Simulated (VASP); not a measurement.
Sn3Se:

```xyz
4
Lattice="0.0000 3.7331 3.7331 3.7331 0.0000 3.7331 3.7331 3.7331 0.0000" Properties=species:S:1:pos:R:3 pbc="T T T"
Sn    3.7331    3.7331    3.7331
Sn    5.5997    5.5997    5.5997
Sn    1.8666    1.8666    1.8666
Se    0.0000    0.0000    0.0000
```

Base run:

```yaml
Program: VASP 6.6.1
Functional: PBE
Potentials_or_basis: VASP PAW PBE potentials, release 64 (Sn_d, Se)
Cutoff: 520 eV
k_mesh: 6 × 6 × 6
Occupations: fermi-dirac, width 0.05 eV
Spin: no spin polarisation
```

Its results: band gap on the k mesh zero (band 24 reaches 7.84 eV, above the bottom of band 25 at 5.92 eV); pressure -0.2 GPa.

Question: The run is repeated on the same cell with these changes: functional from PBE to r2SCAN. What comes out?

Answer: Band gap on the k mesh zero (band 24 reaches 7.70 eV, above the bottom of band 25 at 5.84 eV); pressure -1.3 GPa.

Caveats: spin-orbit coupling is left out, which moves the levels of the heavy elements; the PAW data sets were made with another functional, which shifts forces and pressure a little (some runs).
